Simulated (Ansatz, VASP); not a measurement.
HfNb3O3 in VASP and in Ansatz

The input INCAR:

```
  ALGO = Normal
  EDIFF = 1E-6
  ENCUT = 600
  GGA = PE
  GGA_COMPAT = False
  ISIF = 2
  ISMEAR = 0
  ISPIN = 2
  LASPH = True
  LCHARG = True
  LELF = True
  LMAXMIX = 4
  LORBIT = 11
  LREAL = False
  LVHAR = True
  LWAVE = False
  MAGMOM = 0 0 0 0 0 0 0
  NBANDS = 46
  NELM = 200
  PREC = Accurate
  SIGMA = 0.1
```

Contents of KPOINTS:

```
k-points
0
Gamma
  6 6 4
```

File POSCAR:

```
HfNb3O3
1.0
    5.4931319569      0.0000000000      0.0000000000
   -2.7465659785      4.7571918211      0.0000000000
    0.0000000000      0.0000000000      4.0365271207
Hf Nb O
1 3 3
Direct
    0.0000000000      0.0000000000      0.0000000000
    0.5718063965      0.5718063965      0.5000000000
    0.4281936035      0.0000000000      0.5000000000
    0.0000000000      0.4281936035      0.5000000000
    0.0000000000      0.3848041531      0.0000000000
    0.6151958469      0.6151958469      0.0000000000
    0.3848041531      0.0000000000      0.0000000000
```

Input for Ansatz:

```yaml
crystal:
  lattice:
    - [5.4931319569, 0.0, 0.0]
    - [-2.7465659785, 4.7571918211, 0.0]
    - [0.0, 0.0, 4.0365271207]
  atoms:
    - { symbol: Hf, position: [0.0, 0.0, 0.0] }
    - { symbol: Nb, position: [0.5718063965, 0.5718063965, 0.5] }
    - { symbol: Nb, position: [0.4281936035, 0.0, 0.5] }
    - { symbol: Nb, position: [0.0, 0.4281936035, 0.5] }
    - { symbol: O, position: [0.0, 0.3848041531, 0.0] }
    - { symbol: O, position: [0.6151958469, 0.6151958469, 0.0] }
    - { symbol: O, position: [0.3848041531, 0.0, 0.0] }
basis:
  ecutwfc: 420
kpoints:
  mp_grid: { grid: [6, 6, 4] }
hamiltonian:
  xc: pbe
scf:
  occupations: { method: gaussian, width: 0.1 }
  lower_state_search: "off"
output:
  forces: true
  stress: true
  eigenvalues: true
  populations: true
magnetization:
  spin_polarized: true
```

Alike in both runs: task single point; functional PBE; k mesh 6 × 6 × 4; occupations gaussian, width 0.1 eV; collinear spin.

|  | VASP | Ansatz |
| --- | --- | --- |
| version | VASP 6.6.1 | Ansatz 0.2.0 |
| potentials or method | VASP PAW PBE potentials, release 64 (Hf_pv, Nb_sv, O), cutoff 600 eV | scalar-relativistic, plane waves, PAW |
| valence electrons in the cell | 67 | 83 |

```tsv
	VASP	Ansatz	Ansatz less VASP
gap on the k mesh at the Fermi level (eV)	none	none	-
pressure (GPa)	-0.5	0.3	+0.82
traceless stress, the component that is largest in VASP (GPa)	-0.36	-0.38	-0.027
rms of the force components (eV/Å)	0.104	0.097	-0.0066
net moment per atom (μB)	0.00	0.00	0.000
```

Atom by atom the forces differ by 0.033 eV/Å (rms over components). A gap of «none» marks a metal or a gap that the smearing closes. VASP's potentials hold 67 valence electrons a cell and Ansatz's 83, so a difference there can come from the potentials and not from the codes. Ansatz's warnings: no starting moments.

The k mesh is coarse, so the values compare programs but aren't converged. Neither program's run includes spin-orbit coupling.
